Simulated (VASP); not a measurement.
Runs of VASP 6.6.1 on TiB2 (AlB2 type). The structure is that of space group P6/mmm (No. 191), or close to it. The cells are those of the table. 

```csv
task,cell,cutoff (eV),k mesh for the DOS,occupations for the DOS,gap on the mesh (eV),pressure (GPa)
single point,"a = 2.750, b = 2.750, c = 2.821 Å, angles 90.0, 90.0, 120.0°, 3 atoms",520,-,-,none,154.8
single point,"a = 2.978, b = 2.978, c = 3.141 Å, angles 90.0, 90.0, 120.0°, 3 atoms",520,-,-,none,17.7
relaxation of cell and atoms,"relaxed from a = 3.158, b = 3.158, c = 3.474 Å, angles 90.0, 90.0, 120.0°, 3 atoms",600,-,-,none,0.0
single point,"a = 2.629, b = 2.629, c = 2.660 Å, angles 90.0, 90.0, 120.0°, 3 atoms",520,-,-,none,298.2
single point,"a = 3.032, b = 3.032, c = 3.224 Å, angles 90.0, 90.0, 120.0°, 3 atoms",520,-,-,none,(a)
relaxation of shape and atoms at fixed volume,"relaxed from a = 2.718, b = 2.718, c = 2.890 Å, angles 90.0, 90.0, 120.0°, 3 atoms",600,-,-,none,154.8
```

Alike in all rows: level PBE; potentials or basis VASP PAW PBE potentials, release 64 (Ti_sv, B); no spin polarisation; k mesh 11 × 11 × 9; smearing fermi-dirac 0.08 eV.

Q: Estimate the missing entries.

A: (a) 0.2.

A gap of «none» marks levels without a gap at the run's occupations.
